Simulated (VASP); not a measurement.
# HCl (I4/mmm) in VASP: further runs

The runs below take HCl through single point, with r2SCAN.

Program: VASP 6.6.1. These are calculated values, not measurements. Logs are shortened: lines on timing, memory, paths and dates and some standing lists are left out, and cuts for length are marked.

## (1) The cell of the first run

It takes space group I4/mmm (No. 139, tetragonal). The conventional cell has a = 3.988 Å, b = 3.988 Å, c = 5.557 Å, α = 90.00°, β = 90.00°, γ = 90.00°. H (site symmetry 4/mmm) has 6 Cl at 2.78 to 2.82 Å within 3.7 Å. Cl (site symmetry 4/mmm) has 6 H at 2.78 to 2.82 Å within 3.7 Å.

## (2) Single point, r2SCAN (strain +0.030 along x and y, +0.015 along z)

The input, POSCAR:

```
HCl
1.0
    0.0000000000      2.8196250000      2.7785625000
    2.8196250000      0.0000000000      2.7785625000
    2.8196250000      2.8196250000      0.0000000000
H Cl
1 1
Direct
    0.0000000000      0.0000000000      0.0000000000
    0.5000000000      0.5000000000      0.5000000000
```

The input, INCAR.step1:

```
PREC = Accurate
ENCUT = 520
ISMEAR = 0
SIGMA = 0.15
LREAL = F
LASPH = T
NELM = 100
NBANDS = 11
GGA = PE
ALGO = Normal
EDIFF = 1E-4
LWAVE = T
LCHARG = F
```

The input, INCAR.step2:

```
PREC = Accurate
ENCUT = 520
EDIFF = 1E-6
ISMEAR = 0
SIGMA = 0.15
LREAL = F
LASPH = T
NELM = 100
ALGO = Normal
ISIF = 2
LWAVE = F
LCHARG = F
METAGGA = R2SCAN
LMIXTAU = T
NBANDS = 11
ISTART = 1
```

The input, KPOINTS:

```
Automatic mesh
0
Gamma
  16 16 16
```

Potentials or basis: VASP PAW PBE potentials, release 64 (H, Cl).

The run is started by

```
> cat potpaw_PBE.64/H/POTCAR potpaw_PBE.64/Cl/POTCAR > POTCAR
> cp INCAR.step1 INCAR
> mpirun -np 1 vasp_std > vasp.out
> cp INCAR.step2 INCAR
> mpirun -np 1 vasp_std > vasp.out
```

OUTCAR:

```text
PREC = Accurate
   ENCUT = 520
   EDIFF = 1E-6
   ISMEAR = 0
   LREAL = F
   LASPH = T
   NELM = 100
   ISIF = 2
   METAGGA = R2SCAN
   ISTART = 1

 ion  position               nearest neighbor table
   1  0.000  0.000  0.000-
   2  0.500  0.500  0.500-

  LATTYP: Found a body centered tetragonal cell.
 ALAT       =     3.9875519158
 C/A-ratio  =     1.3936182192

  Lattice vectors:

 A1 = (   0.0000000000,  -2.8196250000,  -2.7785625000)
 A2 = (   0.0000000000,   2.8196250000,  -2.7785625000)
 A3 = (   2.8196250000,   0.0000000000,   2.7785625000)

Analysis of symmetry for initial positions (statically):
=====================================================================
 Subroutine PRICEL returns:
 Original cell was already a primitive cell.

 Routine SETGRP: Setting up the symmetry group for a
 body centered tetragonal supercell.

 Subroutine GETGRP returns: Found 16 space group operations
 (whereof 16 operations were pure point group operations)
 out of a pool of 16 trial point group operations.

The static configuration has the point symmetry D_4h.

Analysis of symmetry for dynamics (positions and initial velocities):
=====================================================================
 Subroutine PRICEL returns:
 Original cell was already a primitive cell.

 Routine SETGRP: Setting up the symmetry group for a
 body centered tetragonal supercell.

 Subroutine GETGRP returns: Found 16 space group operations
 (whereof 16 operations were pure point group operations)
 out of a pool of 16 trial point group operations.

The dynamic configuration has the point symmetry D_4h.

 Subroutine INISYM returns: Found 16 space group operations
 (whereof 16 operations are pure point group operations),
 and found     1 'primitive' translations

----------------------------------------------------------------------------------------

                                     Primitive cell

  volume of cell :      44.1807

  direct lattice vectors                    reciprocal lattice vectors
     0.000000000  2.819625000  2.778562500    -0.177328545  0.177328545  0.179949164
     2.819625000  0.000000000  2.778562500     0.177328545 -0.177328545  0.179949164
     2.819625000  2.819625000  0.000000000     0.177328545  0.177328545 -0.179949164

  length of vectors
     3.958622830  3.958622830  3.987551916     0.308662482  0.308662482  0.308662482

  position of ions in fractional coordinates (direct lattice)
     0.000000000  0.000000000  0.000000000
     0.500000000  0.500000000  0.500000000

  ion indices of the primitive-cell ions
   primitive index   ion index
                 1           1
                 2           2

----------------------------------------------------------------------------------------

 KPOINTS: Automatic mesh

Automatic generation of k-mesh.
 Grid dimensions read from file:
 generate k-points for:   16   16   16

 Generating k-lattice:

  Cartesian coordinates                     Fractional coordinates (reciprocal lattice)
    -0.011083034  0.011083034  0.011246823     0.062500000 -0.000000000  0.000000000
     0.011083034 -0.011083034  0.011246823    -0.000000000  0.062500000  0.000000000
     0.011083034  0.011083034 -0.011246823     0.000000000  0.000000000  0.062500000

  Length of vectors
     0.019291405  0.019291405  0.019291405

  Shift w.r.t. Gamma in fractional coordinates (k-lattice)
     0.000000000  0.000000000  0.000000000

 Subroutine IBZKPT returns following result:
 ===========================================

 Found    349 irreducible k-points:

 Following reciprocal coordinates:
            Coordinates               Weight
  0.000000  0.000000  0.000000      1.000000
  0.062500 -0.000000  0.000000      8.000000
  0.125000 -0.000000  0.000000      8.000000
  0.187500 -0.000000  0.000000      8.000000
  0.250000 -0.000000  0.000000      8.000000
  0.312500 -0.000000  0.000000      8.000000
[... 16 lines left out ...]
 -0.125000  0.062500  0.000000      8.000000
 -0.062500  0.062500  0.000000      4.000000
 [... further k-points ...]
   k-points           NKPTS =    349   k-points in BZ     NKDIM =    349   number of bands    NBANDS=     11
   number of dos      NEDOS =    301   number of ions     NIONS =      2
   total plane-waves  NPLWV =  27000
   dimension x,y,z NGX =    30 NGY =   30 NGZ =   30
   dimension x,y,z NGXF=    60 NGYF=   60 NGZF=   60
   ions per type =               1   1
   NGX,Y,Z   is equivalent  to a cutoff of  12.60, 12.60, 12.51 a.u.
   NGXF,Y,Z  is equivalent  to a cutoff of  25.20, 25.20, 25.01 a.u.
 SYSTEM =  unknown system
   PREC   = accura    normal or accurate (medium, high low for compatibility)
   ISTART =      1    job   : 0-new  1-cont  2-samecut
   ICHARG =      0    charge: 1-file 2-atom 10-const
   ISPIN  =      1    spin polarized calculation?
   LNONCOLLINEAR =      F non collinear calculations
   LSORBIT =      F    spin-orbit coupling
   LASPH  =      T    aspherical Exc in radial PAW
   ENCUT  =  520.0 eV  38.22 Ry    6.18 a.u.   7.36  7.36  7.41*2*pi/ulx,y,z
   NELM   =    100;   NELMIN=  2; NELMDL=  0     # of ELM steps
   EDIFF  = 0.1E-05   stopping-criterion for ELM
   LREAL  =      F    real-space projection
   EDIFFG = 0.1E-04   stopping-criterion for IOM
   NSW    =      0    number of steps for IOM
   IBRION =     -1    ionic relax: 0-MD 1-quasi-New 2-CG
   NFREE  =      0    steps in history (QN), initial steepest desc. (CG)
   ISIF   =      2    stress and relaxation
   ISYM   =      2    0-nonsym 1-usesym 2-fastsym
   POTIM  = 0.5000    time-step for ionic-motion
   TEBEG  =    0.0;   TEEND  =   0.0 temperature during run
   PSTRESS=    0.0 pullay stress
   NELECT =       8.0000    total number of electrons
   NUPDOWN=      -1.0000    fix difference up-down
   EMIN   =  10.00;   EMAX   =-10.00  energy-range for DOS
   EFERMI =   0.00;   METHOD = LEGACY
   ISMEAR =     0;   SIGMA  =   0.15  broadening in eV -4-tet -1-fermi 0-gaus
   EFERMI_NEDOS =   21; number of points for ismear=-14 and -15
   IALGO  =     38    algorithm
   IMIX   =      4    mixing-type and parameters
     AMIX     =   0.40;   BMIX     =  1.00
     AMIX_MAG =   1.60;   BMIX_MAG =  1.00
  volume/ion in A,a.u.               =      22.09       149.07
  Fermi-wavevector in a.u.,A,eV,Ry     =   0.926177  1.750220 11.671123  0.857803
  Thomas-Fermi vector in A             =   2.052111
   LORBIT       =      0    0 simple, 1 ext, 2 COOP (PROOUT), +10 PAW based schemes
   METAGGA = R2SCAN    functional components
   LHFCALC =     F    Hartree Fock is set to
   AEXX    =    0.0000 exact exchange contribution
   IVDW    =     0    specifies the selected vdW correction
   LEPSILON=     F    determine dielectric tensor
   LRPA    =     F    only Hartree local field effects (RPA)
 non-spin polarized calculation
 Gauss-broadening in eV      SIGMA  =   0.15
  energy-cutoff  :      520.00
  volume of cell :       44.18
 maximum number of plane-waves:      1235
 NGX is ok and might be reduce to    30
   NGX = 15   NGY = 15   NGZ = 15

 number of electron       7.9999999 magnetization

 Free energy of the ion-electron system (eV)
  ---------------------------------------------------
  ext. energy  EPLUGINS =         0.00000000
  ---------------------------------------------------
  free energy    TOTEN  =        -6.87533808 eV

  energy without entropy =       -6.87360952  energy(sigma->0) =       -6.87447380

 E-fermi :  -2.8809     XC(G=0):  -7.6916

 val. band max:       -2.9828823473   @ k =   0.5000   0.0000   0.5000
 cond. band min:      -2.8185629224   @ k =   0.4375   0.0000   0.4375
 fundamental gap:      0.1643194249
 Fermi energy:        -2.8808977353

 k-point     1 :       0.0000    0.0000    0.0000
  band No.  band energies     occupation
      1     -16.5090      2.00000
      2      -3.0828      1.94304
      3      -3.0562      1.90157
      4      -3.0562      1.90157
      5      -3.0282      1.83509
      6       8.8392      0.00000
      7      10.3363      0.00000
      8      10.3363      0.00000
      9      10.4345      0.00000
     10      12.5616      0.00000
     11      12.7485      0.00000

 k-point     2 :       0.0625   -0.0000    0.0000
  band No.  band energies     occupation
      1     -16.4981      2.00000
      2      -3.5369      2.00000
      3      -3.0788      1.93792
      4      -3.0630      1.91408
      5      -2.5718      0.00357
      6       8.7419      0.00000
      7      10.1606      0.00000
      8      10.3694      0.00000
      9      10.4443      0.00000
     10      12.2189      0.00000
     11      12.3776      0.00000

 k-point     3 :       0.1250   -0.0000    0.0000
  band No.  band energies     occupation
      1     -16.4666      2.00000
      2      -4.0215      2.00000
      3      -3.0948      1.95624
      4      -3.0825      1.94260
      5      -2.1294      0.00000
      6       8.3724      0.00000
      7       9.9165      0.00000
      8      10.3892      0.00000
      9      10.4814      0.00000
     10      11.7868      0.00000
     11      11.8927      0.00000

 k-point     4 :       0.1875   -0.0000    0.0000
  band No.  band energies     occupation
      1     -16.4187      2.00000
      2      -4.4819      2.00000
      3      -3.1184      1.97485
      4      -3.1112      1.97006
      5      -1.7335      0.00000
      6       7.7573      0.00000
      7       9.9415      0.00000
      8      10.1861      0.00000
      9      10.3101      0.00000
     10      11.7725      0.00000
     11      11.8155      0.00000

 k-point     5 :       0.2500   -0.0000    0.0000
  band No.  band energies     occupation
      1     -16.3611      2.00000
      2      -4.8971      2.00000
      3      -3.1457      1.98747
      4      -3.1444      1.98702
      5      -1.3951      0.00000
      6       7.0989      0.00000
      7       9.8070      0.00000
      8       9.9314      0.00000
      9      10.1982      0.00000
     10      12.1756      0.00000
     11      12.1820      0.00000
[... 211 lines left out ...]
 k-point    21 :      -0.2500    0.0625    0.0000
  band No.  band energies     occupation
      1     -16.3353      2.00000
      2      -5.0022      2.00000
      3      -3.2404      1.99930
      4      -3.1325      1.98230
      5      -1.3130      0.00000
      6       6.9375      0.00000
      7       9.4111      0.00000
      8       9.6790      0.00000
      9      10.8481      0.00000
     10      11.9142      0.00000
     11      12.9244      0.00000

 k-point    22 :      -0.1875    0.0625    0.0000
  band No.  band energies     occupation
      1     -16.3933      2.00000
      2      -4.6265      2.00000
      3      -3.2085      1.99799
      4      -3.0990      1.96025
      5      -1.6017      0.00000
      6       7.5419      0.00000
      7       9.4401      0.00000
      8      10.1170      0.00000
      9      10.8279      0.00000
     10      11.3698      0.00000
     11      12.5046      0.00000

 k-point    23 :      -0.1250    0.0625    0.0000
  band No.  band energies     occupation
      1     -16.4442      2.00000
      2      -4.2145      2.00000
      3      -3.1712      1.99380
      4      -3.0738      1.93101
      5      -1.9398      0.00000
      6       8.1390      0.00000
      7       9.5442      0.00000
      8      10.5058      0.00000
      9      10.7475      0.00000
     10      11.1303      0.00000
     11      12.4465      0.00000

 k-point    24 :      -0.0625    0.0625    0.0000
  band No.  band energies     occupation
      1     -16.4807      2.00000
      2      -3.8110      2.00000
      3      -3.1291      1.98070
      4      -3.0610      1.91055
      5      -2.2982      0.00000
      6       8.5575      0.00000
      7       9.8561      0.00000
      8      10.4665      0.00000
      9      10.5604      0.00000
     10      11.5615      0.00000
     11      12.5571      0.00000

 [... further k-points ...]
[... 5 lines left out ...]
  --------------------------------------------------------------------------------------
  -------------------------------------------------------------------------------------
  Total       -2.5410276     -2.5410276     -2.8565544      0.0000000      0.0000000      0.0000000
  in kB      -92.1482489    -92.1482489   -103.5905686      0.0000000      0.0000000      0.0000000
  external PRESSURE =     -95.9623554 kB  Pullay stress =       0.0000000 kB

 VOLUME and BASIS-vectors are now :
 -----------------------------------------------------------------------------
  energy-cutoff  :      520.00
  volume of cell :       44.18
      direct lattice vectors                 reciprocal lattice vectors
     0.000000000  2.819625000  2.778562500    -0.177328545  0.177328545  0.179949164
     2.819625000  0.000000000  2.778562500     0.177328545 -0.177328545  0.179949164
     2.819625000  2.819625000  0.000000000     0.177328545  0.177328545 -0.179949164

 POSITION                                       TOTAL-FORCE (eV/Angst)
 -----------------------------------------------------------------------------------
      0.00000      0.00000      0.00000        -0.000000     -0.000000      0.000000
      2.81962      2.81962      2.77856         0.000000      0.000000     -0.000000
 -----------------------------------------------------------------------------------
    total drift:                                0.000000     -0.000000      0.000000

  FREE ENERGIE OF THE ION-ELECTRON SYSTEM (eV)
  ---------------------------------------------------
  free  energy   TOTEN  =        -6.8753380840 eV

  energy  without entropy=       -6.8736095164  energy(sigma->0) =       -6.87447380
```

It took 9.1 min on 1 thread of Intel Xeon Platinum 8375C at 2.90GHz (Ice Lake), shared host; peak memory 0.28 GiB.

Results:

| Property | Result |
| --- | --- |
| Free energy | -6.8753 eV |
| Pressure | -9.6 GPa |

Caveat: the cell differs from its parent crystal (strain +0.030 along x and y, +0.015 along z); the cell stands under tension; the PAW data sets were made with another functional, which shifts forces and pressure a little.

## (3) Single point, r2SCAN (strain +0.000 along x and y, +0.030 along z)

The input, POSCAR:

```
HCl
1.0
    0.0000000000      2.7375000000      2.8196250000
    2.7375000000      0.0000000000      2.8196250000
    2.7375000000      2.7375000000      0.0000000000
H Cl
1 1
Direct
    0.0000000000      0.0000000000      0.0000000000
    0.5000000000      0.5000000000      0.5000000000
```

The input, INCAR.step1:

```
PREC     = Accurate       # precision mode
ENCUT    = 520            # plane-wave cutoff, eV
ISMEAR   = 0              # smearing method
SIGMA    = 0.15           # smearing width, eV
LREAL    = F              # projectors in reciprocal space
LASPH    = T              # aspherical terms in the spheres
NELM     = 80             # most SCF steps
NBANDS   = 11             # bands
GGA      = PE             # functional
ALGO     = Normal         # electronic algorithm
EDIFF    = 1E-4           # SCF threshold, eV
LWAVE    = T              # write WAVECAR
LCHARG   = F              # write CHGCAR
```

The input, INCAR.step2:

```
PREC     = Accurate       # precision mode
ENCUT    = 520            # plane-wave cutoff, eV
EDIFF    = 1E-6           # SCF threshold, eV
ISMEAR   = 0              # smearing method
SIGMA    = 0.15           # smearing width, eV
LREAL    = F              # projectors in reciprocal space
LASPH    = T              # aspherical terms in the spheres
NELM     = 80             # most SCF steps
ALGO     = Normal         # electronic algorithm
ISIF     = 2              # what is computed and relaxed
LWAVE    = F              # write WAVECAR
LCHARG   = F              # write CHGCAR
METAGGA  = R2SCAN         # meta-GGA
LMIXTAU  = T            
NBANDS   = 11             # bands
ISTART   = 1
```

KPOINTS is that of step 2.

Potentials or basis: VASP PAW PBE potentials, release 64 (H, Cl).

The run is started by

```
> cat potpaw_PBE.64/H/POTCAR potpaw_PBE.64/Cl/POTCAR > POTCAR
> cp INCAR.step1 INCAR
> mpirun -np 1 vasp_std > vasp.out
> cp INCAR.step2 INCAR
> mpirun -np 1 vasp_std > vasp.out
```

It took 16 min on 1 thread of Intel Xeon 8259CL, shared host; peak memory 0.28 GiB.

The run converged. Its results:

* Free energy: -6.9960 eV
* Pressure: -9.9 GPa

Stress tensor (GPa, compression positive):
```
-10.70   0.00   0.00
  0.00 -10.70   0.00
  0.00   0.00  -8.41
```

Levels at points of the mesh, in eV from the Fermi level:
| k point | band 1 | band 2 | band 3 | band 4 | band 5 | band 6 | band 7 | band 8 |
| --- | --- | --- | --- | --- | --- | --- | --- | --- |
| (0.00, 0.00, 0.00) | -13.73 | -0.19 | -0.19 | -0.15 | -0.11 | 12.00 | 13.17 | 13.37 |
| (0.50, 0.00, 0.00) | -13.37 | -3.04 | -0.37 | -0.33 | 2.28 | 8.62 | 11.78 | 12.00 |
| (0.50, 0.50, 0.00) | -13.30 | -1.80 | -0.75 | -0.75 | -0.11 | 10.21 | 12.58 | 15.72 |
| (0.50, 0.00, 0.50) | -13.27 | -1.82 | -0.86 | -0.73 | -0.14 | 10.08 | 12.92 | 15.54 |

Caveat: the cell differs from its parent crystal (strain +0.000 along x and y, +0.030 along z); the cell stands under tension; the PAW data sets were made with another functional, which shifts forces and pressure a little.

[end of part 1 of 2]
